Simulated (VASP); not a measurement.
# SiO2 (P4_2/mnm) in VASP: notebook

Runs on SiO2. Level: PBEsol. Tasks: electric field gradients.

Program: VASP 6.6.1. These are calculated values, not measurements. Logs are shortened: lines on timing, memory, paths and dates and some standing lists are left out, and cuts for length are marked.

## 1. The cell of the first run

It takes space group P4_2/mnm (No. 136, tetragonal). The conventional cell has a = 4.180 Å, b = 4.180 Å, c = 2.721 Å, α = 90.00°, β = 90.00°, γ = 90.00°. Si (site symmetry mmm) has 6 O at 1.78 to 1.81 Å within 2.4 Å. O (site symmetry m2m) has 3 Si at 1.78 to 1.81 Å and 1 O at 2.29 Å within 2.4 Å.

## 2. Electric field gradients, PBEsol (zz strain of +2 %)

The input, INCAR:

```
  PREC = Accurate
  ENCUT = 520
  EDIFF = 1E-8
  ISMEAR = -1
  SIGMA = 0.03
  LREAL = False
  LASPH = True
  NELM = 60
  ALGO = Normal
  ISIF = 2
  LWAVE = False
  LCHARG = False
  GGA = PS
  LEFG = True
  NBANDS = 25
```

The input, KPOINTS:

```
Automatic mesh
0
Gamma
  6 6 9
```

The input, POSCAR:

```
SiO2
1.0
    4.1801000000      0.0000000000      0.0000000000
    0.0000000000      4.1801000000      0.0000000000
    0.0000000000      0.0000000000      2.7211560000
Si O
2 4
Direct
    0.0000000000      0.0000000000      0.0000000000
    0.5000000000      0.5000000000      0.5000000000
    0.3067000000      0.3067000000      0.0000000000
    0.1933000000      0.8067000000      0.5000000000
    0.6933000000      0.6933000000      0.0000000000
    0.8067000000      0.1933000000      0.5000000000
```

Potentials or basis: VASP PAW PBE potentials, release 64 (Si, O).

On the command line:

```
$ cat potpaw_PBE.64/Si/POTCAR potpaw_PBE.64/O/POTCAR > POTCAR
$ mpirun -np 1 vasp_std > vasp.out
```

OUTCAR:

```text
PREC = Accurate
   ENCUT = 520
   EDIFF = 1E-8
   ISMEAR = -1
   LREAL = False
   LASPH = True
   NELM = 60
   ISIF = 2
   GGA = PS

 ion  position               nearest neighbor table
   1  0.000  0.000  0.000-   4 1.78   6 1.78   4 1.78   6 1.78   5 1.81   3 1.81
   2  0.500  0.500  0.500-   3 1.78   5 1.78   3 1.78   5 1.78   4 1.81   6 1.81
   3  0.307  0.307  0.000-   2 1.78   2 1.78   1 1.81
   4  0.193  0.807  0.500-   1 1.78   1 1.78   2 1.81
   5  0.693  0.693  0.000-   2 1.78   2 1.78   1 1.81
   6  0.807  0.193  0.500-   1 1.78   1 1.78   2 1.81

  LATTYP: Found a simple tetragonal cell.
 ALAT       =     4.1801000000
 C/A-ratio  =     0.6509786847

  Lattice vectors:

 A1 = (   4.1801000000,   0.0000000000,   0.0000000000)
 A2 = (   0.0000000000,   4.1801000000,   0.0000000000)
 A3 = (   0.0000000000,   0.0000000000,   2.7211560000)

Analysis of symmetry for initial positions (statically):
=====================================================================
 Subroutine PRICEL returns:
 Original cell was already a primitive cell.

 Routine SETGRP: Setting up the symmetry group for a
 simple tetragonal supercell.

 Subroutine GETGRP returns: Found 16 space group operations
 (whereof  8 operations were pure point group operations)
 out of a pool of 16 trial point group operations.

The static configuration has the point symmetry D_2h.
 The point group associated with its full space group is D_4h.

Analysis of symmetry for dynamics (positions and initial velocities):
=====================================================================
 Subroutine PRICEL returns:
 Original cell was already a primitive cell.

 Routine SETGRP: Setting up the symmetry group for a
 simple tetragonal supercell.

 Subroutine GETGRP returns: Found 16 space group operations
 (whereof  8 operations were pure point group operations)
 out of a pool of 16 trial point group operations.

The dynamic configuration has the point symmetry D_2h.
 The point group associated with its full space group is D_4h.

 Subroutine INISYM returns: Found 16 space group operations
 (whereof  8 operations are pure point group operations),
[... 157 lines left out ...]
 Fermi energy:         8.4694903912

 k-point     1 :       0.0000    0.0000    0.0000
  band No.  band energies     occupation
      1     -14.4406      2.00000
      2     -10.8016      2.00000
      3     -10.8016      2.00000
      4     -10.5806      2.00000
      5      -2.8664      2.00000
      6       1.6332      2.00000
[... 661 lines left out ...]
     24      20.1419      0.00000
     25      21.5112      0.00000

 [... further k-points ...]

------------------------ aborting loop because EDIFF is reached ----------------------------------------

  FORCE on cell =-STRESS in cart. coord.  units (eV):
  Direction    XX          YY          ZZ          XY          YZ          ZX
  --------------------------------------------------------------------------------------
  -------------------------------------------------------------------------------------
  Total        0.0777519      0.0777519     -2.4991049      0.0000000      0.0000000      0.0000000
  in kB        2.6199594      2.6199594    -84.2108940      0.0000000      0.0000000      0.0000000
  external PRESSURE =     -26.3236584 kB  Pullay stress =       0.0000000 kB

 VOLUME and BASIS-vectors are now :
 -----------------------------------------------------------------------------
  energy-cutoff  :      520.00
  volume of cell :       47.55
      direct lattice vectors                 reciprocal lattice vectors
     4.180100000  0.000000000  0.000000000     0.239228727  0.000000000  0.000000000
     0.000000000  4.180100000  0.000000000     0.000000000  0.239228727  0.000000000
     0.000000000  0.000000000  2.721156000     0.000000000  0.000000000  0.367490875

 POSITION                                       TOTAL-FORCE (eV/Angst)
 -----------------------------------------------------------------------------------
      0.00000      0.00000      0.00000        -0.000000      0.000000     -0.000000
      2.09005      2.09005      1.36058        -0.000000      0.000000     -0.000000
      1.28204      1.28204      0.00000        -0.147880     -0.147880     -0.000000
      0.80801      3.37209      1.36058         0.147880     -0.147880     -0.000000
      2.89806      2.89806      0.00000         0.147880      0.147880      0.000000
      3.37209      0.80801      1.36058        -0.147880      0.147880      0.000000
 -----------------------------------------------------------------------------------
    total drift:                                0.000000      0.000000      0.000000

  FREE ENERGIE OF THE ION-ELECTRON SYSTEM (eV)
  ---------------------------------------------------
  free  energy   TOTEN  =       -48.9667672918 eV

  energy  without entropy=      -48.9667672918  energy(sigma->0) =      -48.96676729

 Electric field gradients (V/A^2)
---------------------------------------------------------------------
 ion       V_xx      V_yy      V_zz      V_xy      V_xz      V_yz
---------------------------------------------------------------------
   1       7.665     7.665   -15.330     7.008     0.000    -0.000
   2       7.665     7.665   -15.330    -7.008     0.000     0.000
   3     -25.342   -25.342    50.684    84.476    -0.000     0.000
   4     -25.342   -25.342    50.684   -84.476     0.000     0.000
   5     -25.342   -25.342    50.684    84.476    -0.000     0.000
   6     -25.342   -25.342    50.684   -84.476     0.000    -0.000
---------------------------------------------------------------------

 Electric field gradients after diagonalization (V/A^2)
 (convention: |V_zz| > |V_xx| > |V_yy|)
----------------------------------------------------------------------
 ion       V_xx      V_yy      V_zz     asymmetry (V_yy - V_xx)/ V_zz
----------------------------------------------------------------------
   1      14.673     0.657   -15.330       0.914
   2      14.673     0.657   -15.330       0.914
   3      59.134    50.684  -109.818       0.077
   4      59.134    50.684  -109.818       0.077
   5      59.134    50.684  -109.818       0.077
   6      59.134    50.684  -109.818       0.077
----------------------------------------------------------------------

           NMR quadrupolar parameters

 Cq : quadrupolar parameter    Cq=e*Q*V_zz/h
 eta: asymmetry parameters     (V_yy - V_xx)/ V_zz
 Q  : nuclear electric quadrupole moment in mb (millibarn)
----------------------------------------------------------------------
 ion       Cq(MHz)       eta       Q (mb)
----------------------------------------------------------------------
   1      -0.037       0.914       1.000
   2      -0.037       0.914       1.000
   3      -0.266       0.077       1.000
   4      -0.266       0.077       1.000
   5      -0.266       0.077       1.000
   6      -0.266       0.077       1.000
----------------------------------------------------------------------
```

stdout:

```text
POSCAR found type information on POSCAR SiO
 POSCAR found :  2 types and       6 ions
 scaLAPACK will be used
 -----------------------------------------------------------------------------
|                                                                             |
|                                                                             |
|     You enforced a specific xc type in the INCAR file but a different       |
|     I HOPE YOU KNOW WHAT YOU ARE DOING!                                     |
|                                                                             |
 -----------------------------------------------------------------------------

 LDA part: xc-table for (Slater+PW92), standard interpolation
 POSCAR, INCAR and KPOINTS ok, starting setup
 FFT: planning ... GRIDC
 FFT: planning ... GRID_SOFT
 FFT: planning ... GRID
 WAVECAR not read
 entering main loop
ion   1

ion   2

ion   3

ion   4

ion   5

ion   6
```

Wall time 35 s (1 thread of Intel Xeon Platinum 8488C (Sapphire Rapids), shared host); peak memory 0.15 GiB.

Results:

```yaml
Free_energy: -48.9668 eV
Pressure: -2.6 GPa
Largest_force: 0.209 eV/Å
Band_gap_on_the_k_mesh: 5.15 eV, direct
```

Forces on the atoms (eV/Å):
```
Si   0.000  0.000  0.000
Si   0.000  0.000  0.000
O   -0.148 -0.148  0.000
O    0.148 -0.148  0.000
O    0.148  0.148  0.000
O   -0.148  0.148  0.000
```

Electric field gradients, principal values (V/Å²):
```csv
atom,least,middle,greatest (by size)
1 Si,0.657,14.673,-15.330
2 Si,0.657,14.673,-15.330
3 O,50.684,59.134,-109.818
4 O,50.684,59.134,-109.818
5 O,50.684,59.134,-109.818
6 O,50.684,59.134,-109.818
```

Caveat: the cell differs from its parent crystal (zz strain of +2 %); without QUAD_EFG the Cq values of the log hold for a quadrupole moment of 1 mb, not for the nuclei; the PAW data sets were made with another functional, which shifts forces and pressure a little. A k mesh can miss the band edges.

(Continued in part 2 of 3.)
